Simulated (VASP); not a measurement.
Input of a VASP 6.6.1 run:

File INCAR:

```
  ALGO = Normal
  EDIFF = 1E-6
  ENCUT = 520
  GGA = PE
  ISIF = 2
  ISMEAR = -1
  LASPH = True
  LCHARG = False
  LREAL = False
  LWAVE = False
  NBANDS = 12
  NELM = 60
  PREC = Accurate
  SIGMA = 0.15
```

The input KPOINTS:

```
k-points
0
Gamma
  20 20 20
```

Contents of POSCAR:

```
Ti
1.0
    0.0000000000      2.0737347315      2.0737347315
    2.0737347315      0.0000000000      2.0737347315
    2.0737347315      2.0737347315      0.0000000000
Ti
1
Direct
    0.0000000000      0.0000000000      0.0000000000
```

Potentials or basis: VASP PAW PBE potentials, release 64 (Ti_sv).

Launch:

```sh
$ cat potpaw_PBE.64/Ti_sv/POTCAR > POTCAR
$ mpirun -np 1 vasp_std > vasp.out
```

Problem. What does it give for the band gap on the k mesh?

Solution. Zero (band 6 reaches 8.81 eV, above the bottom of band 7 at 7.58 eV).

Problem. Predict the pressure.

Solution. -2.2 GPa.
